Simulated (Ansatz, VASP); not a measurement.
CuI: VASP beside Ansatz

INCAR

```
SYSTEM = CuI
PREC = Accurate
ENCUT = 520
EDIFF = 1E-6
ISMEAR = -1
SIGMA = 0.02
LREAL = .FALSE.
LASPH = .TRUE.
NELM = 80
ALGO = Normal
ISIF = 2
LWAVE = .FALSE.
LCHARG = .FALSE.
GGA = PE
NBANDS = 16
```

Contents of KPOINTS:

```
Automatic mesh
0
G
  8 8 8
  0 0 0
```

POSCAR

```
CuI
1.0
    0.0000000000      3.0120291112      3.0120291112
    3.0026918210      0.0000000000      3.0120291112
    3.0026918210      3.0120291112      0.0000000000
Cu I
1 1
Direct
    0.0000000000      0.0000000000      0.0000000000
    0.2500000000      0.2500000000      0.2500000000
```

Input for Ansatz:

```yaml
crystal:
  lattice:
    - [0.0, 3.0120291112, 3.0120291112]
    - [3.002691821, 0.0, 3.0120291112]
    - [3.002691821, 3.0120291112, 0.0]
  atoms:
    - { symbol: Cu, position: [0.0, 0.0, 0.0] }
    - { symbol: I, position: [0.25, 0.25, 0.25] }
kpoints:
  mp_grid: { grid: [8, 8, 8] }
  band_path:
    path:
      - [0.0, 0.0, 0.0]
      - [-0.5, -0.5, 0.0]
      - [-0.375, -0.375, 0.25]
      - [-0.375, 0.0, 0.375]
      - [0.0, 0.0, 0.5]
      - [-0.5, -0.25, 0.25]
    npoints: 1
hamiltonian:
  xc: pbe
scf:
  occupations: { method: fermi_dirac, width: 0.02 }
  n_extra_bands: 4
output:
  forces: true
  stress: true
  eigenvalues: true
```

Change from the starting cell: uniaxial_x strain -0.3%.

Alike in both runs: task single point; functional PBE; k mesh 8 × 8 × 8; occupations fermi-dirac, width 0.02 eV; no spin polarisation.

|  | VASP | Ansatz |
| --- | --- | --- |
| version | VASP 6.6.1 | Ansatz 0.2.0 |
| potentials or method | VASP PAW PBE potentials, release 64 (Cu, I) | plane waves, PAW |
| plane-wave cutoff (eV) | 520 | 420 |
| valence electrons in the cell | 18 | 36 |

Ansatz gave:

```
gap on the k mesh at the Fermi level (eV) : 1.18
pressure (GPa)                            : 1.3
```

What did VASP give for the same quantities?

gap on the k mesh at the Fermi level (eV): 1.20; pressure (GPa): 1.3.

VASP's potentials hold 18 valence electrons a cell and Ansatz's 36, so a difference there can come from the potentials and not from the codes.

Spin-orbit coupling is off throughout.
